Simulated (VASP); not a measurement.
# ZnSe (Pm-3m) in VASP: a series of runs

Aim: see how the results for ZnSe move with the level of theory and the settings. Levels: PBEsol, HSE06. Tasks: single point.

Everything below comes from runs of VASP 6.6.1. Logs are shortened: lines on timing, memory, paths and dates and some standing lists are left out, and cuts for length are marked.

### Step 1. The cell of the first run

Symmetry: Pm-3m, No. 221, cubic system. The conventional cell has a = 3.325 Å, b = 3.325 Å, c = 3.325 Å, α = 90.00°, β = 90.00°, γ = 90.00°. Zn (site symmetry m-3m) has 8 Se at 2.88 Å and 6 Zn at 3.33 Å within 3.8 Å. Se (site symmetry m-3m) has 8 Zn at 2.88 Å and 6 Se at 3.33 Å within 3.8 Å.

### Step 2. Single point, PBEsol

File INCAR:

```
SYSTEM = ZnSe
PREC = Accurate
ENCUT = 520
EDIFF = 1E-6
ISMEAR = -1
SIGMA = 0.02
LREAL = .False.
LASPH = .True.
NELM = 100
ALGO = Normal
ISIF = 2
LWAVE = .False.
LCHARG = .True.
GGA = PS
LELF = .True.
LVHAR = .True.
NBANDS = 16
ISYM = 0
```

File KPOINTS:

```
Automatic mesh
0
Gamma
  6 6 6
  0 0 0.5
```

File POSCAR:

```
ZnSe
1.0
    3.3251530431      0.0000000000      0.0000000000
    0.0000000000      3.3251530431      0.0000000000
    0.0000000000      0.0000000000      3.3251530431
Zn Se
1 1
Direct
    0.0000000000      0.0000000000      0.0000000000
    0.5000000000      0.5000000000      0.5000000000
```

Potentials or basis: VASP PAW PBE potentials, release 64 (Zn, Se).

The run is started by

```
$ cat potpaw_PBE.64/Zn/POTCAR potpaw_PBE.64/Se/POTCAR > POTCAR
$ mpirun -np 1 vasp_std > vasp.out
```

OUTCAR:

```text
SYSTEM = ZnSe
   PREC = Accurate
   ENCUT = 520
   EDIFF = 1E-6
   ISMEAR = -1
   LREAL = .False.
   LASPH = .True.
   NELM = 100
   ISIF = 2
   GGA = PS
   ISYM = 0

 ion  position               nearest neighbor table
   1  0.000  0.000  0.000-   2 2.88   2 2.88   2 2.88   2 2.88   2 2.88   2 2.88   2 2.88   2 2.88

   2  0.500  0.500  0.500-   1 2.88   1 2.88   1 2.88   1 2.88   1 2.88   1 2.88   1 2.88   1 2.88

IMPORTANT INFORMATION: All symmetrisations will be switched off!
NOSYMM: (Re-)initialisation of all symmetry stuff for point group C_1.

----------------------------------------------------------------------------------------

                                     Primitive cell

  volume of cell :      36.7650

  direct lattice vectors                    reciprocal lattice vectors
     3.325153043  0.000000000  0.000000000     0.300738037  0.000000000  0.000000000
     0.000000000  3.325153043  0.000000000     0.000000000  0.300738037  0.000000000
     0.000000000  0.000000000  3.325153043     0.000000000  0.000000000  0.300738037

  length of vectors
     3.325153043  3.325153043  3.325153043     0.300738037  0.300738037  0.300738037

  position of ions in fractional coordinates (direct lattice)
     0.000000000  0.000000000  0.000000000
     0.500000000  0.500000000  0.500000000

  ion indices of the primitive-cell ions
   primitive index   ion index
                 1           1
                 2           2

----------------------------------------------------------------------------------------

 KPOINTS: Automatic mesh

Automatic generation of k-mesh.
 Grid dimensions read from file:
 generate k-points for:    6    6    6

 Generating k-lattice:

  Cartesian coordinates                     Fractional coordinates (reciprocal lattice)
     0.050123006  0.000000000  0.000000000     0.166666667  0.000000000  0.000000000
     0.000000000  0.050123006  0.000000000     0.000000000  0.166666667  0.000000000
     0.000000000  0.000000000  0.050123006     0.000000000  0.000000000  0.166666667

  Length of vectors
     0.050123006  0.050123006  0.050123006

  Shift w.r.t. Gamma in fractional coordinates (k-lattice)
     0.000000000  0.000000000  0.500000000

 Subroutine IBZKPT returns following result:
 ===========================================

 Found    324 irreducible k-points:

 Following reciprocal coordinates:
            Coordinates               Weight
  0.000000  0.000000  0.083333      2.000000
  0.083333  0.000000  0.000000      2.000000
  0.000000  0.083333  0.000000      2.000000
  0.166667  0.000000  0.083333      2.000000
  0.083333  0.166667  0.000000      2.000000
  0.000000  0.083333  0.166667      2.000000
[... 16 lines left out ...]
  0.000000 -0.083333  0.333333      2.000000
  0.000000 -0.333333  0.083333      2.000000
 [... further k-points ...]
   k-points           NKPTS =    324   k-points in BZ     NKDIM =    324   number of bands    NBANDS=     16
   number of dos      NEDOS =    301   number of ions     NIONS =      2
   total plane-waves  NPLWV =  21952
   dimension x,y,z NGX =    28 NGY =   28 NGZ =   28
   dimension x,y,z NGXF=    56 NGYF=   56 NGZF=   56
   ions per type =               1   1
   NGX,Y,Z   is equivalent  to a cutoff of  14.00, 14.00, 14.00 a.u.
   NGXF,Y,Z  is equivalent  to a cutoff of  28.00, 28.00, 28.00 a.u.
 SYSTEM =  ZnSe
   PREC   = accura    normal or accurate (medium, high low for compatibility)
   ISTART =      0    job   : 0-new  1-cont  2-samecut
   ICHARG =      2    charge: 1-file 2-atom 10-const
   ISPIN  =      1    spin polarized calculation?
   LNONCOLLINEAR =      F non collinear calculations
   LSORBIT =      F    spin-orbit coupling
   LASPH  =      T    aspherical Exc in radial PAW
   ENCUT  =  520.0 eV  38.22 Ry    6.18 a.u.   6.18  6.18  6.18*2*pi/ulx,y,z
   NELM   =    100;   NELMIN=  2; NELMDL= -5     # of ELM steps
   EDIFF  = 0.1E-05   stopping-criterion for ELM
   LREAL  =      F    real-space projection
   EDIFFG = 0.1E-04   stopping-criterion for IOM
   NSW    =      0    number of steps for IOM
   IBRION =     -1    ionic relax: 0-MD 1-quasi-New 2-CG
   NFREE  =      0    steps in history (QN), initial steepest desc. (CG)
   ISIF   =      2    stress and relaxation
   ISYM   =      0    0-nonsym 1-usesym 2-fastsym
   POTIM  = 0.5000    time-step for ionic-motion
   TEBEG  =    0.0;   TEEND  =   0.0 temperature during run
   PSTRESS=    0.0 pullay stress
   NELECT =      18.0000    total number of electrons
   NUPDOWN=      -1.0000    fix difference up-down
   EMIN   =  10.00;   EMAX   =-10.00  energy-range for DOS
   EFERMI =   0.00;   METHOD = LEGACY
   ISMEAR =    -1;   SIGMA  =   0.02  broadening in eV -4-tet -1-fermi 0-gaus
   EFERMI_NEDOS =   21; number of points for ismear=-14 and -15
   IALGO  =     38    algorithm
   IMIX   =      4    mixing-type and parameters
     AMIX     =   0.40;   BMIX     =  1.00
     AMIX_MAG =   1.60;   BMIX_MAG =  1.00
  volume/ion in A,a.u.               =      18.38       124.05
  Fermi-wavevector in a.u.,A,eV,Ry     =   1.290290  2.438295 22.651639  1.664849
  Thomas-Fermi vector in A             =   2.422131
   LORBIT       =      0    0 simple, 1 ext, 2 COOP (PROOUT), +10 PAW based schemes
   GGA     = PS    functional components
   LHFCALC =     F    Hartree Fock is set to
   AEXX    =    0.0000 exact exchange contribution
   IVDW    =     0    specifies the selected vdW correction
   LEPSILON=     F    determine dielectric tensor
   LRPA    =     F    only Hartree local field effects (RPA)
 non-spin polarized calculation
  energy-cutoff  :      520.00
  volume of cell :       36.77
 maximum number of plane-waves:      1004
 NGX is ok and might be reduce to    28
   NGX = 13   NGY = 13   NGZ = 13

 number of electron      17.9999997 magnetization

 Free energy of the ion-electron system (eV)
  ---------------------------------------------------
  ext. energy  EPLUGINS =         0.00000000
  ---------------------------------------------------
  free energy    TOTEN  =        -5.18856574 eV

  energy without entropy =       -5.18583527  energy(sigma->0) =       -5.18720051

 E-fermi :   3.9382     XC(G=0): -10.9420

 val. band max:        3.9313604422   @ k =   0.3333   0.2500   0.5000
 cond. band min:       3.9669881709   @ k =  -0.3333   0.4167   0.1667
 fundamental gap:      0.0356277287
 Fermi energy:         3.9382087005

 k-point     1 :       0.0000    0.0000    0.0833
  band No.  band energies     occupation
      1     -10.6163      2.00000
      2      -3.1002      2.00000
      3      -3.0971      2.00000
      4      -2.8106      2.00000
      5      -2.8106      2.00000
      6      -2.7963      2.00000
[... 8 lines left out ...]
     15      14.7474      0.00000
     16      19.5428      0.00000

 k-point     2 :       0.0833    0.0000    0.0000
  band No.  band energies     occupation
      1     -10.6163      2.00000
      2      -3.1002      2.00000
      3      -3.0971      2.00000
      4      -2.8106      2.00000
      5      -2.8106      2.00000
      6      -2.7963      2.00000
[... 8 lines left out ...]
     15      14.7474      0.00000
     16      19.5405      0.00000

 k-point     3 :       0.0000    0.0833    0.0000
  band No.  band energies     occupation
      1     -10.6163      2.00000
      2      -3.1002      2.00000
      3      -3.0971      2.00000
      4      -2.8106      2.00000
      5      -2.8106      2.00000
      6      -2.7963      2.00000
[... 8 lines left out ...]
     15      14.7474      0.00000
     16      19.5434      0.00000

 k-point     4 :       0.1667    0.0000    0.0833
  band No.  band energies     occupation
      1     -10.3715      2.00000
      2      -3.0897      2.00000
      3      -3.0783      2.00000
      4      -2.8610      2.00000
      5      -2.8464      2.00000
      6      -2.8033      2.00000
[... 8 lines left out ...]
     15      14.7471      0.00000
     16      18.3219      0.00000

 k-point     5 :       0.0833    0.1667    0.0000
  band No.  band energies     occupation
      1     -10.3715      2.00000
      2      -3.0897      2.00000
      3      -3.0783      2.00000
      4      -2.8610      2.00000
      5      -2.8464      2.00000
      6      -2.8033      2.00000
[... 8 lines left out ...]
     15      14.7471      0.00000
     16      18.3219      0.00000

 k-point     6 :       0.0000    0.0833    0.1667
  band No.  band energies     occupation
      1     -10.3715      2.00000
      2      -3.0897      2.00000
      3      -3.0783      2.00000
      4      -2.8610      2.00000
      5      -2.8464      2.00000
      6      -2.8033      2.00000
[... 8 lines left out ...]
     15      14.7471      0.00000
     16      18.3219      0.00000

 k-point     7 :       0.0000    0.1667    0.0833
  band No.  band energies     occupation
      1     -10.3715      2.00000
      2      -3.0897      2.00000
      3      -3.0783      2.00000
      4      -2.8610      2.00000
      5      -2.8464      2.00000
      6      -2.8033      2.00000
[... 8 lines left out ...]
     15      14.7471      0.00000
     16      18.3219      0.00000

 k-point     8 :      -0.1667    0.0833    0.0000
  band No.  band energies     occupation
      1     -10.3715      2.00000
      2      -3.0897      2.00000
      3      -3.0783      2.00000
      4      -2.8610      2.00000
      5      -2.8464      2.00000
      6      -2.8033      2.00000
[... 8 lines left out ...]
     15      14.7471      0.00000
     16      18.3219      0.00000

 k-point     9 :      -0.0833    0.0000    0.1667
  band No.  band energies     occupation
      1     -10.3715      2.00000
      2      -3.0897      2.00000
      3      -3.0783      2.00000
      4      -2.8610      2.00000
      5      -2.8464      2.00000
      6      -2.8033      2.00000
[... 8 lines left out ...]
     15      14.7471      0.00000
     16      18.3219      0.00000
[... 172 lines left out ...]
 k-point    19 :       0.0000    0.3333    0.0833
  band No.  band energies     occupation
      1      -9.7730      2.00000
      2      -3.3070      2.00000
      3      -3.0585      2.00000
      4      -2.9378      2.00000
      5      -2.9344      2.00000
      6      -2.7954      2.00000
[... 8 lines left out ...]
     15      16.4210      0.00000
     16      17.0502      0.00000

 k-point    20 :      -0.3333    0.0833    0.0000
  band No.  band energies     occupation
      1      -9.7730      2.00000
      2      -3.3070      2.00000
      3      -3.0585      2.00000
      4      -2.9378      2.00000
      5      -2.9344      2.00000
      6      -2.7954      2.00000
[... 8 lines left out ...]
     15      16.4210      0.00000
     16      17.0502      0.00000

 k-point    21 :      -0.0833    0.0000    0.3333
  band No.  band energies     occupation
      1      -9.7730      2.00000
      2      -3.3070      2.00000
      3      -3.0585      2.00000
      4      -2.9378      2.00000
      5      -2.9344      2.00000
      6      -2.7954      2.00000
[... 8 lines left out ...]
     15      16.4210      0.00000
     16      17.0502      0.00000

 k-point    22 :      -0.3333    0.0000    0.0833
  band No.  band energies     occupation
      1      -9.7730      2.00000
      2      -3.3070      2.00000
      3      -3.0585      2.00000
      4      -2.9378      2.00000
      5      -2.9344      2.00000
      6      -2.7954      2.00000
[... 8 lines left out ...]
     15      16.4210      0.00000
     16      17.0502      0.00000

 k-point    23 :       0.0000   -0.0833    0.3333
  band No.  band energies     occupation
      1      -9.7730      2.00000
      2      -3.3070      2.00000
      3      -3.0585      2.00000
      4      -2.9378      2.00000
      5      -2.9344      2.00000
      6      -2.7954      2.00000
[... 8 lines left out ...]
     15      16.4210      0.00000
     16      17.0502      0.00000

 k-point    24 :       0.0000   -0.3333    0.0833
  band No.  band energies     occupation
      1      -9.7730      2.00000
      2      -3.3070      2.00000
      3      -3.0585      2.00000
      4      -2.9378      2.00000
      5      -2.9344      2.00000
      6      -2.7954      2.00000
[... 8 lines left out ...]
     15      16.4210      0.00000
     16      17.0502      0.00000

 [... further k-points ...]
[... 5 lines left out ...]
  --------------------------------------------------------------------------------------
  -------------------------------------------------------------------------------------
  Total       -0.5491722     -0.5491716     -0.5491720     -0.0000008     -0.0000009     -0.0000002
  in kB      -23.9322861    -23.9322624    -23.9322773     -0.0000355     -0.0000412     -0.0000066
  external PRESSURE =     -23.9322753 kB  Pullay stress =       0.0000000 kB

 VOLUME and BASIS-vectors are now :
 -----------------------------------------------------------------------------
  energy-cutoff  :      520.00
  volume of cell :       36.77
      direct lattice vectors                 reciprocal lattice vectors
     3.325153043  0.000000000  0.000000000     0.300738037  0.000000000  0.000000000
     0.000000000  3.325153043  0.000000000     0.000000000  0.300738037  0.000000000
     0.000000000  0.000000000  3.325153043     0.000000000  0.000000000  0.300738037

 POSITION                                       TOTAL-FORCE (eV/Angst)
 -----------------------------------------------------------------------------------
      0.00000      0.00000      0.00000         0.000000      0.000000     -0.000000
      1.66258      1.66258      1.66258        -0.000000     -0.000000      0.000000
 -----------------------------------------------------------------------------------
    total drift:                               -0.000001     -0.000000      0.000000

  FREE ENERGIE OF THE ION-ELECTRON SYSTEM (eV)
  ---------------------------------------------------
  free  energy   TOTEN  =        -5.1885657415 eV

  energy  without entropy=       -5.1858352730  energy(sigma->0) =       -5.18720051
```

It took 64 s on 1 thread of Intel Xeon 6975P-C (Granite Rapids), shared host; peak memory 0.31 GiB.

What came out:

```yaml
Free_energy: -5.1886 eV
Pressure: -2.4 GPa
Band_gap_on_the_k_mesh: zero (band 9 reaches 4.43 eV, above the bottom of band 10 at 2.58 eV)
```

Caveat: the PAW data sets were made with another functional, which shifts forces and pressure a little.

### Step 3. Single point, HSE06

POSCAR is that of step 2.

File INCAR.step1:

```
  ALGO = Normal
  EDIFF = 1E-5
  ENCUT = 520
  GGA = PE
  ISIF = 2
  ISMEAR = -1
  LASPH = True
  LREAL = False
  LWAVE = True
  NBANDS = 16
  NELM = 80
  PREC = Accurate
  SIGMA = 0.02
```

File INCAR.step2:

```
  ALGO = Normal
  EDIFF = 1E-6
  ENCUT = 520
  GGA = PE
  HFSCREEN = 0.2079
  ISIF = 2
  ISMEAR = -1
  ISTART = 1
  LASPH = True
  LCHARG = True
  LELF = True
  LHFCALC = True
  LREAL = False
  LVHAR = True
  LWAVE = False
  NBANDS = 16
  NELM = 80
  PREC = Accurate
  PRECFOCK = Normal
  SIGMA = 0.02
```

File KPOINTS:

```
k-points
0
Gamma
  4 4 4
```

Potentials or basis: VASP PAW PBE potentials, release 64 (Zn, Se).

The run is started by

```
$ cat potpaw_PBE.64/Zn/POTCAR potpaw_PBE.64/Se/POTCAR > POTCAR
$ cp INCAR.step1 INCAR
$ mpirun -np 1 vasp_std > vasp.out
$ cp INCAR.step2 INCAR
$ mpirun -np 1 vasp_std > vasp.out
```

Wall time 3.3 min (1 thread of Intel Xeon 6975P-C (Granite Rapids), shared host); peak memory 0.26 GiB.

Results (log left out):

```
Free energy            : -5.4448 eV
Pressure               : 1.6 GPa
Band gap on the k mesh : zero (band 9 reaches 4.43 eV, above the bottom of band 10 at 2.73 eV)
```

Levels at points of the mesh, in eV from the Fermi level:
| k point | band 6 | band 7 | band 8 | band 9 | band 10 | band 11 | band 12 | band 13 |
| --- | --- | --- | --- | --- | --- | --- | --- | --- |
| (0.00, 0.00, 0.00) | -9.73 | -1.94 | -1.94 | -1.94 | -1.25 | 5.85 | 5.85 | 11.96 |
| (0.50, 0.00, 0.00) | -9.71 | -8.27 | -0.30 | -0.30 | 3.39 | 4.86 | 6.86 | 6.86 |
| (0.50, 0.50, 0.00) | -9.49 | -6.31 | -6.31 | -2.56 | 0.36 | 8.40 | 8.40 | 9.03 |
| (0.50, 0.50, 0.50) | -9.59 | -3.76 | -3.76 | -3.76 | 0.83 | 0.83 | 0.83 | 1.33 |

Caveat: the k points lie up to 0.47 Å⁻¹ apart; the PAW data sets were made with another functional, which shifts forces and pressure a little.
